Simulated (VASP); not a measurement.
Write the native input for VASP 6.6.1 that does the following.

- Task: single point
- Functional: HSE06
- Potentials or basis: VASP PAW PBE potentials, release 64 (B, N)
- Cutoff: 520 eV
- k mesh: 1 × 1 × 1, shifted
- Occupations: fermi-dirac, width 0.05 eV
- Spin: collinear spin
- Dipole correction: no
- Grid for exact exchange (PRECFOCK): Fast
- Further INCAR settings: LREAL = Auto; ALGO = Normal; EDIFF = 1e-06; NBANDS = 172; ISYM = -1
- Share of exact exchange: 0.25
- Screening parameter: 0.2079 1/Å

The system is B32N33 (a cell with a defect).

```xyz
65
Lattice="7.2116 0.0000 0.0000 0.0000 7.2116 0.0000 0.0000 0.0000 7.2116" Properties=species:S:1:pos:R:3 pbc="T T T"
B     0.0014    7.2103    7.2070
B     7.2086    7.2060    3.6022
B     7.2086    3.6051    7.2030
B     7.1728    3.6211    3.6179
B     3.6077    7.2061    7.2030
B     3.6239    7.1702    3.6181
B     3.6240    3.6215    7.1666
B     3.6216    3.6201    3.6172
B     1.7922    1.7896    7.1706
B     1.7959    1.7930    3.6156
B     1.8064    5.4145    7.2027
B     1.7917    5.4450    3.6160
B     5.4171    1.8037    7.2026
B     5.4475    1.7892    3.6159
B     5.4135    5.4110    7.2065
B     5.4174    5.4147    3.6019
B     1.7927    7.1739    1.7868
B     1.8060    7.2060    5.4113
B     1.7956    3.6190    1.7895
B     1.7920    3.6190    5.4416
B     5.4168    7.2059    1.8004
B     5.4138    7.2096    5.4079
B     5.4478    3.6189    1.7862
B     5.4171    3.6051    5.4114
B     7.1767    1.7898    1.7866
B     7.2085    1.8034    5.4112
B     7.2085    5.4142    1.8005
B     0.0006    5.4112    5.4078
B     3.6228    1.7930    1.7906
B     3.6215    1.7897    5.4414
B     3.6217    5.4451    1.7862
B     3.6077    5.4145    5.4115
N     0.9074    0.9049    0.9015
N     0.8929    0.8906    4.5215
N     0.8927    4.5247    0.8874
N     0.9043    4.5108    4.5074
N     4.5268    0.8905    0.8875
N     4.5130    0.9020    4.5073
N     4.5131    4.5107    0.8987
N     4.5249    4.5224    4.5194
N     2.7109    2.7095    0.7300
N     2.7120    2.7098    4.6632
N     2.7097    6.3121    0.8795
N     2.7090    6.3112    4.5283
N     6.3145    2.7074    0.8794
N     6.3134    2.7067    4.5282
N     6.3152    6.3130    0.8974
N     6.3151    6.3127    4.5096
N     2.7113    0.7344    2.7065
N     2.7094    0.8826    6.3086
N     2.7117    4.6676    2.7069
N     2.7094    4.5315    6.3078
N     6.3142    0.8826    2.7041
N     6.3156    0.9006    6.3097
N     6.3138    4.5313    2.7036
N     6.3147    4.5128    6.3095
N     0.7370    2.7090    2.7059
N     0.8848    2.7071    6.3087
N     0.8849    6.3118    2.7041
N     0.9029    6.3132    6.3097
N     4.6698    2.7092    2.7067
N     4.5338    2.7070    6.3077
N     4.5337    6.3114    2.7035
N     4.5151    6.3124    6.3095
N     2.6940    2.6912    2.6856
```

These files were run (other wordings do the same):

POSCAR

```
B32N33
1.0
    7.2115910000      0.0000000000      0.0000000000
    0.0000000000      7.2115910000      0.0000000000
    0.0000000000      0.0000000000      7.2115910000
B N
32 33
Direct
    0.0001930000      0.9998240000      0.9993690000
    0.9995920000      0.9992290000      0.4995020000
    0.9995900000      0.4998990000      0.9988100000
    0.9946270000      0.5021270000      0.5016780000
    0.5002590000      0.9992400000      0.9988130000
    0.5025070000      0.9942560000      0.5017040000
    0.5025270000      0.5021820000      0.9937570000
    0.5021850000      0.5019800000      0.5015820000
    0.2485200000      0.2481620000      0.9943180000
    0.2490360000      0.2486280000      0.5013600000
    0.2504790000      0.7508080000      0.9987680000
    0.2484450000      0.7550320000      0.5014210000
    0.7511670000      0.2501120000      0.9987530000
    0.7553820000      0.2481020000      0.5014080000
    0.7506680000      0.7503130000      0.9992910000
    0.7512040000      0.7508260000      0.4994590000
    0.2485840000      0.9947760000      0.2477640000
    0.2504310000      0.9992190000      0.7503590000
    0.2489860000      0.5018330000      0.2481380000
    0.2484890000      0.5018300000      0.7545680000
    0.7511300000      0.9992090000      0.2496590000
    0.7507020000      0.9997220000      0.7498880000
    0.7554270000      0.5018220000      0.2476800000
    0.7511630000      0.4998990000      0.7503780000
    0.9951590000      0.2481810000      0.2477390000
    0.9995670000      0.2500630000      0.7503530000
    0.9995700000      0.7507660000      0.2496700000
    0.0000800000      0.7503430000      0.7498810000
    0.5023610000      0.2486300000      0.2482930000
    0.5021740000      0.2481700000      0.7545380000
    0.5022010000      0.7550450000      0.2476850000
    0.5002600000      0.7508020000      0.7503840000
    0.1258200000      0.1254770000      0.1250100000
    0.1238160000      0.1234970000      0.6269760000
    0.1237920000      0.6274220000      0.1230570000
    0.1253930000      0.6254920000      0.6250190000
    0.6277140000      0.1234810000      0.1230630000
    0.6258010000      0.1250790000      0.6250020000
    0.6258170000      0.6254840000      0.1246130000
    0.6274450000      0.6271050000      0.6266900000
    0.3759110000      0.3757160000      0.1012290000
    0.3760670000      0.3757630000      0.6466240000
    0.3757450000      0.8752720000      0.1219500000
    0.3756480000      0.8751400000      0.6279180000
    0.8756070000      0.3754190000      0.1219360000
    0.8754580000      0.3753290000      0.6279010000
    0.8757060000      0.8753930000      0.1244350000
    0.8756820000      0.8753570000      0.6253280000
    0.3759590000      0.1018370000      0.3753040000
    0.3757030000      0.1223870000      0.8747870000
    0.3760220000      0.6472290000      0.3753490000
    0.3756960000      0.6283670000      0.8746710000
    0.8755560000      0.1223820000      0.3749670000
    0.8757500000      0.1248830000      0.8749450000
    0.8755110000      0.6283360000      0.3748910000
    0.8756310000      0.6257720000      0.8749060000
    0.1021930000      0.3756430000      0.3752090000
    0.1226890000      0.3753780000      0.8747970000
    0.1227000000      0.8752320000      0.3749710000
    0.1252060000      0.8754290000      0.8749380000
    0.6475460000      0.3756730000      0.3753240000
    0.6286830000      0.3753710000      0.8746600000
    0.6286730000      0.8751810000      0.3748850000
    0.6260930000      0.8753120000      0.8749120000
    0.3735620000      0.3731800000      0.3724050000
```

INCAR.step1

```
SYSTEM = B32N33
PREC = Accurate
ENCUT = 520
EDIFF = 1E-5
ISMEAR = -1
SIGMA = 0.05
LREAL = Auto
LASPH = .True.
NELM = 200
ALGO = Normal
ISIF = 2
LWAVE = .True.
LCHARG = .False.
ISPIN = 2
MAGMOM = 0 0 0 0 0 0 0 0.091 0 0.091 0 0 0 0 0 0 0 0 0.091 0 0 0 0 0 0 0 0 0 0.091 0 0 0 0 0 0 0 0 0 0 0 0.091 0.091 0 0 0 0 0 0 0.091 0 0.091 0 0 0 0 0 0.091 0 0 0 0.091 0 0 0 0.091
LORBIT = 11
GGA = PE
ISYM = -1
NBANDS = 172
GGA_COMPAT = .False.
```

INCAR.step2

```
SYSTEM = B32N33
PREC = Accurate
ENCUT = 520
EDIFF = 1E-6
ISMEAR = -1
SIGMA = 0.05
LREAL = Auto
LASPH = .True.
NELM = 200
ALGO = Normal
ISIF = 2
LWAVE = .False.
LCHARG = .False.
ISPIN = 2
MAGMOM = 0 0 0 0 0 0 0 0.091 0 0.091 0 0 0 0 0 0 0 0 0.091 0 0 0 0 0 0 0 0 0 0.091 0 0 0 0 0 0 0 0 0 0 0 0.091 0.091 0 0 0 0 0 0 0.091 0 0.091 0 0 0 0 0 0.091 0 0 0 0.091 0 0 0 0.091
LORBIT = 11
GGA = PE
LHFCALC = .True.
HFSCREEN = 0.2079
PRECFOCK = Fast
ISTART = 1
ISYM = -1
NBANDS = 172
GGA_COMPAT = .False.
```

KPOINTS

```
explicit points
1
Reciprocal
  0.25000000   0.25000000   0.25000000 1
```

Potentials or basis: VASP PAW PBE potentials, release 64 (B, N).

The run is started by

```console
$ cat potpaw_PBE.64/B/POTCAR potpaw_PBE.64/N/POTCAR > POTCAR
$ cp INCAR.step1 INCAR
$ mpirun -np 1 vasp_std > vasp.out
$ cp INCAR.step2 INCAR
$ mpirun -np 1 vasp_std > vasp.out
```

Results of the run:

| Quantity | Value |
| --- | --- |
| Pressure | 8.5 GPa |
| Largest force | 0.423 eV/Å |
| Band gap on the k mesh | 2.77 eV |
| Net moment | 3.00 μB per cell |
| Site moments | B -0.00, +0.00, -0.03 (each value once); N +0.01, +0.04, +0.03, +0.19, +0.17, +0.00, +1.18 (each value once) μB |
| Valence electrons inside the program's atomic spheres | B 2.05, 2.06, 2.09, 1.93, 2.07, 2.08 (each value once); N 3.99, 4.00, 3.97, 3.98, 4.02, 4.01, 3.91 (each value once) |

Caveat: the PAW data sets were made with another functional, which shifts forces and pressure a little.

It took 15 min on 1 thread of AMD EPYC 9R45 96-Core Processor (Zen 5), on a shared host, peak memory 0.7 GiB.
